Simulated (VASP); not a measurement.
Wanted: the native input for a VASP 6.6.1 run.

| Item | Value |
| --- | --- |
| Task | single point |
| Functional | r2SCAN |
| Potentials or basis | VASP PAW PBE potentials, release 64 (Mg_sv, O) |
| Cutoff | 660 eV |
| k mesh | 10 × 10 × 10 |
| Occupations | gaussian, width 0.01 eV |
| Spin | no spin polarisation |
| Dipole correction | no |
| Second run | valence_matched |
| Further INCAR settings | ALGO = Normal; EDIFF = 1e-06; NBANDS = 15 |

The system is MgO.

```xyz
2
Lattice="0.0000 2.1022 2.1940 2.1022 0.0000 2.1940 2.1022 2.1022 0.0000" Properties=species:S:1:pos:R:3 pbc="T T T"
Mg    0.0000    0.0000    0.0000
O     2.1022    2.1022    2.1940
```

This cell differs from its parent crystal: uniaxial z strain +4.4%.

The input as run:

POSCAR

```
MgO
1.0
    0.0000000000      2.1021674168      2.1940321330
    2.1021674168      0.0000000000      2.1940321330
    2.1021674168      2.1021674168      0.0000000000
Mg O
1 1
Direct
    0.0000000000      0.0000000000      0.0000000000
    0.5000000000      0.5000000000      0.5000000000
```

INCAR.step1

```
SYSTEM = MgO
PREC = Accurate
ENCUT = 660
ISMEAR = 0
SIGMA = 0.01
LREAL = .False.
LASPH = .True.
NELM = 120
NBANDS = 15
GGA = PE
ALGO = Normal
EDIFF = 1E-5
LWAVE = .True.
LCHARG = .False.
GGA_COMPAT = .False.
```

INCAR.step2

```
SYSTEM = MgO
PREC = Accurate
ENCUT = 660
EDIFF = 1E-6
ISMEAR = 0
SIGMA = 0.01
LREAL = .False.
LASPH = .True.
NELM = 120
ALGO = Normal
ISIF = 2
LWAVE = .False.
LCHARG = .False.
METAGGA = R2SCAN
LMIXTAU = .True.
NBANDS = 15
ISTART = 1
GGA_COMPAT = .False.
```

KPOINTS

```
regular mesh
0
Gamma
  10 10 10
  0 0 0
```

Potentials or basis: VASP PAW PBE potentials, release 64 (Mg_sv, O).

Launch:

```console
$ cat potpaw_PBE.64/Mg_sv/POTCAR potpaw_PBE.64/O/POTCAR > POTCAR
$ cp INCAR.step1 INCAR
$ mpirun -np 1 vasp_std > vasp.out
$ cp INCAR.step2 INCAR
$ mpirun -np 1 vasp_std > vasp.out
```

Results of the run:

```yaml
Pressure: -6.3 GPa
Band_gap_on_the_k_mesh: 5.22 eV, direct
```

Caveat: the cell differs from its parent crystal (uniaxial z strain +4.4%); the PAW data sets were made with another functional, which shifts forces and pressure a little.

Wall time 2.2 min on 1 thread of Intel(R) Xeon(R) Platinum 8559C (Emerald Rapids), with other jobs on the host, peak memory 0.18 GiB.
